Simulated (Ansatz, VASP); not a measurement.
# One calculation of C, two programs

```
C
1.0
     2.51863    0.00000    0.00000
    -1.25931    2.18120    0.00000
     0.00000    0.00000    8.02287
C
8
Cartesian
  0.0000 0.0000 0.7925
  0.0000 0.0000 4.8039
  0.0000 0.0000 3.2189
  0.0000 0.0000 7.2304
  0.0000 1.4541 1.2115
  1.2593 0.7271 5.2229
  0.0000 1.4541 2.8000
  1.2593 0.7271 6.8114
```

Change from the starting cell: mode 21 frozen in at +0.048 Å, strain +e along z and -e/2 along x and y -0.0233.

Alike in both runs: task single point; functional LDA; k mesh 12 × 12 × 4; occupations gaussian, width 0.05 eV; no spin polarisation.

|  | VASP | Ansatz |
| --- | --- | --- |
| version | VASP 6.6.1 | Ansatz 0.2.0 |
| potentials or method | VASP PAW LDA potentials, release 64 (C), cutoff 520 eV | scalar-relativistic, plane waves, PAW |
| valence electrons in the cell | 32 | 32 |

VASP gave:

- gap on the k mesh at the Fermi level (eV): 2.76
- least direct gap on the mesh (eV): 3.88
- pressure (GPa): 3.4
- traceless stress, the component that is largest in VASP (GPa): 25.50
- rms of the force components (eV/Å): 1.629

Problem. Estimate Ansatz's values.

Solution. gap on the k mesh at the Fermi level (eV): 2.78; least direct gap on the mesh (eV): 3.87; pressure (GPa): 1.7; traceless stress, the component that is largest in VASP (GPa): 25.77; rms of the force components (eV/Å): 1.625.

Ansatz warns that its potentials were made for another functional, while VASP's fit it. LDA's correlation is that of Perdew and Zunger in VASP and of Perdew and Wang (1992) in Ansatz. Atom by atom the forces differ by 0.004 eV/Å (rms over components).
